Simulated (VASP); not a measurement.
# TaN: single point with PBEsol

System: TaN, a slab with vacuum.

```
Ta N
1.0
     2.89600    0.00000    0.00000
     0.00000    5.17892    0.00000
     0.00000    0.00000   24.47513
Ta N
6 6
Direct
  0.00000 0.50000 0.34729
  0.50000 0.00000 0.40837
  0.50000 0.50000 0.46946
  0.00000 0.99270 0.53150
  0.50000 0.49770 0.59045
  0.50000 0.01866 0.64532
  0.00000 0.89337 0.34729
  0.00000 0.30331 0.41938
  0.00000 0.80331 0.45846
  0.00000 0.38660 0.52994
  0.00000 0.79267 0.60584
  0.00000 0.29774 0.64006
```

```yaml
Program: VASP 6.6.1
Task: single point
Functional: PBEsol
Potentials_or_basis: VASP PAW PBE potentials, release 64 (Ta_pv, N)
Cutoff: 520 eV
k_mesh: 10 × 6 × 1
Occupations: gaussian, width 0.1 eV
Spin: no spin polarisation
Dipole_correction: yes
Further_INCAR_settings: ALGO = Normal; EDIFF = 1e-06; NBANDS = 60
```

| Property | Result |
| --- | --- |
| Largest force | 2.421 eV/Å |
| Band gap on the k mesh | zero (bands 48 and 49 overlap by 0.69 eV) |

Forces in eV/Å, atoms in the order of the input:
```
Ta   0.000  1.957  0.475
Ta   0.000 -1.297 -2.044
Ta   0.000  0.204 -0.113
Ta   0.000 -0.013  0.007
Ta   0.000  0.009  0.005
Ta   0.000 -0.026  0.051
N    0.000 -1.384  1.383
N    0.000  0.611 -0.426
N    0.000 -0.091  0.624
N    0.000  0.005 -0.001
N    0.000 -0.009  0.006
N    0.000  0.033  0.034
```

Levels at points of the mesh, in eV from the Fermi level:
| k point | band 45 | band 46 | band 47 | band 48 | band 49 | band 50 | band 51 | band 52 |
| --- | --- | --- | --- | --- | --- | --- | --- | --- |
| (0.00, 0.00, 0.00) | -2.05 | -1.74 | -1.19 | -0.58 | -0.11 | 0.17 | 0.40 | 0.95 |
| (0.50, 0.00, 0.00) | -1.90 | -1.31 | -0.24 | 0.55 | 0.74 | 1.01 | 1.21 | 1.84 |
| (0.00, 0.50, 0.00) | -2.02 | -1.94 | -1.86 | -0.92 | 0.23 | 0.46 | 1.26 | 1.76 |
| (0.50, 0.50, 0.00) | -1.78 | -1.26 | -0.35 | 0.38 | 0.69 | 0.70 | 1.61 | 1.63 |

It took 14 min on 1 thread of Intel(R) Xeon(R) 6975P-C (Granite Rapids), with other jobs on the host, peak memory 0.67 GiB.

Caveat: the PAW data sets were made with another functional, which shifts forces and pressure a little; spin-orbit coupling is left out, which moves the levels of the heavy elements.
